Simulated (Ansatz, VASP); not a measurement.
## Au in VASP and in Ansatz

File INCAR:

```
ALGO = Normal
EDIFF = 1E-6
ENCUT = 500
GGA = PE
GGA_COMPAT = F
ISIF = 2
ISMEAR = 0
LASPH = T
LCHARG = T
LELF = T
LREAL = F
LVHAR = T
LWAVE = F
NBANDS = 12
NELM = 120
PREC = Accurate
SIGMA = 0.05
```

Contents of KPOINTS:

```
k-points
0
Gamma
  8 8 8
```

The input POSCAR:

```
Au
1.0
    0.0000000000      2.0858554210      2.0858554210
    2.0858554210      0.0000000000      2.0858554210
    2.0858554210      2.0858554210      0.0000000000
Au
1
Direct
    0.0000000000      0.0000000000      0.0000000000
```

Input for Ansatz:

```yaml
crystal:
  lattice:
    - [0.0, 2.085855421, 2.085855421]
    - [2.085855421, 0.0, 2.085855421]
    - [2.085855421, 2.085855421, 0.0]
  atoms:
    - { symbol: Au, position: [0.0, 0.0, 0.0] }
basis:
  ecutwfc: 600
  ecutrho_ratio: 5
kpoints:
  mp_grid: { grid: [8, 8, 8] }
hamiltonian:
  xc: pbe
scf:
  occupations: { method: gaussian, width: 0.05 }
output:
  forces: true
  stress: true
  eigenvalues: true
```

Alike in both runs: task single point; functional PBE; k mesh 8 × 8 × 8; occupations gaussian, width 0.05 eV; no spin polarisation.

```csv
,VASP,Ansatz
version,VASP 6.6.1,Ansatz 0.2.0
potentials or method,"VASP PAW PBE potentials, release 64 (Au), cutoff 500 eV","scalar-relativistic, plane waves, PAW"
valence electrons in the cell,11,19
```

VASP gave:

```
gap on the k mesh at the Fermi level (eV) : none
pressure (GPa)                            : -0.9
```

Question: What did Ansatz give for the same quantities?

Answer: gap on the k mesh at the Fermi level (eV): none; pressure (GPa): -0.6.

A gap of «none» marks a metal or a gap that the smearing closes. The functional is the same, so the differences come from potentials, cutoffs and numerics. VASP's potentials hold 11 valence electrons a cell and Ansatz's 19, so a difference there can come from the potentials and not from the codes.

Spin-orbit coupling is off throughout.
